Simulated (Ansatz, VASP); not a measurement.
## Two plane-wave programs on WS2

Contents of INCAR:

```
PREC = Accurate
ENCUT = 520
EDIFF = 1E-7
ISMEAR = 0
SIGMA = 0.05
LREAL = F
LASPH = T
NELM = 60
ALGO = Normal
ISIF = 2
LWAVE = F
LCHARG = T
GGA = PS
IVDW = 12
LELF = T
LVHAR = T
NBANDS = 20
```

The input KPOINTS:

```
regular mesh
0
Gamma
  12 12 2
```

Contents of POSCAR:

```
WS2
1.0
    3.1237017326      0.0000000000      0.0000000000
   -1.5618508663      2.7052050543      0.0000000000
    0.0000000000      0.0000000000     16.9362771992
W S
1 2
Direct
    0.3333333333      0.6666666667      0.0020181880
    0.6423365588      0.3333333333      0.9013584013
    0.6909967745      0.3333333333      0.0870688075
```

Input for Ansatz:

```yaml
crystal:
  lattice:
    - [3.1237017326, 0.0, 0.0]
    - [-1.5618508663, 2.7052050543, 0.0]
    - [0.0, 0.0, 16.9362771992]
  atoms:
    - { symbol: W, position: [0.3333333333, 0.6666666667, 0.002018188] }
    - { symbol: S, position: [0.6423365588, 0.3333333333, 0.9013584013] }
    - { symbol: S, position: [0.6909967745, 0.3333333333, 0.0870688075] }
basis:
  ecutwfc: 420
kpoints:
  mp_grid: { grid: [12, 12, 2] }
hamiltonian:
  xc: pbesol
  dispersion: d3bj
scf:
  occupations: { method: gaussian, width: 0.05 }
output:
  forces: true
  stress: true
  eigenvalues: true
```

Change from the starting cell: mode 4 frozen in at -0.076 Å and mode 9 at -0.098 Å (largest displacements).

Alike in both runs: task single point; functional PBEsol; dispersion D3(BJ); k mesh 12 × 12 × 2; occupations gaussian, width 0.05 eV; no spin polarisation.

|  | VASP | Ansatz |
| --- | --- | --- |
| version | VASP 6.6.1 | Ansatz 0.2.0 |
| potentials or method | VASP PAW PBE potentials, release 64 (W_sv, S), cutoff 520 eV | scalar-relativistic, plane waves, PAW |
| valence electrons in the cell | 26 | 26 |

VASP gave:

| Property | Result |
| --- | --- |
| gap on the k mesh at the Fermi level (eV) | 1.73 |
| least direct gap on the mesh (eV) | 2.03 |
| rms of the force components (eV/Å) | 1.910 |

What did Ansatz give for the same quantities?

gap on the k mesh at the Fermi level (eV): 1.72; least direct gap on the mesh (eV): 2.02; rms of the force components (eV/Å): 1.904.

VASP's potentials were made for PBE, not for PBEsol. Atom by atom the forces differ by 0.012 eV/Å (rms over components).

Spin-orbit coupling is off throughout.
